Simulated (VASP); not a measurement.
Input of a VASP 6.6.1 run:

The input POSCAR:

```
ZnO
1.0
    3.2575201305      0.0000000000      0.0000000000
   -1.6287600652      2.8210951863      0.0000000000
    0.0000000000      0.0000000000      5.2487065978
Zn O
2 2
Direct
    0.6666666667      0.3333333333      0.5003821317
    0.3333333333      0.6666666667      0.0003821317
    0.6666666667      0.3333333333      0.8799278683
    0.3333333333      0.6666666667      0.3799278683
```

INCAR.step1

```
SYSTEM = ZnO
PREC     = Accurate       ! precision mode
ENCUT    = 520            ! plane-wave cutoff, eV
ISMEAR   = 0              ! smearing method
SIGMA    = 0.02           ! smearing width, eV
LREAL    = .FALSE.        ! projectors in reciprocal space
LASPH    = .TRUE.         ! aspherical terms in the spheres
NELM     = 100            ! most SCF steps
NBANDS   = 26             ! bands
GGA      = PE             ! functional
ALGO     = Normal         ! electronic algorithm
EDIFF    = 1E-4           ! SCF threshold, eV
LWAVE    = .TRUE.         ! write WAVECAR
LCHARG   = .FALSE.        ! write CHGCAR
```

The input INCAR.step2:

```
SYSTEM = ZnO
PREC     = Accurate       ! precision mode
ENCUT    = 520            ! plane-wave cutoff, eV
EDIFF    = 1E-6           ! SCF threshold, eV
ISMEAR   = 0              ! smearing method
SIGMA    = 0.02           ! smearing width, eV
LREAL    = .FALSE.        ! projectors in reciprocal space
LASPH    = .TRUE.         ! aspherical terms in the spheres
NELM     = 100            ! most SCF steps
ALGO     = Normal         ! electronic algorithm
ISIF     = 2              ! what is computed and relaxed
LWAVE    = .FALSE.        ! write WAVECAR
LCHARG   = .FALSE.        ! write CHGCAR
METAGGA  = R2SCAN         ! meta-GGA
LMIXTAU  = .TRUE.       
NBANDS   = 26             ! bands
ISTART   = 1
```

KPOINTS

```
regular mesh
0
G
  12 12 6
  0 0 0
```

Potentials or basis: VASP PAW PBE potentials, release 64 (Zn, O).

Launch:

```sh
$ cat potpaw_PBE.64/Zn/POTCAR potpaw_PBE.64/O/POTCAR > POTCAR
$ cp INCAR.step1 INCAR
$ mpirun -np 1 vasp_std > vasp.out
$ cp INCAR.step2 INCAR
$ mpirun -np 1 vasp_std > vasp.out
```

(1) Estimate the pressure.

(2) Predict the band gap on the k mesh.

(3) What does it give for the largest force?

## Answers

(1) -2.1 GPa.

(2) 1.20 eV.

(3) 0.020 eV/Å.

Caveat: the PAW data sets were made with another functional, which shifts forces and pressure a little.
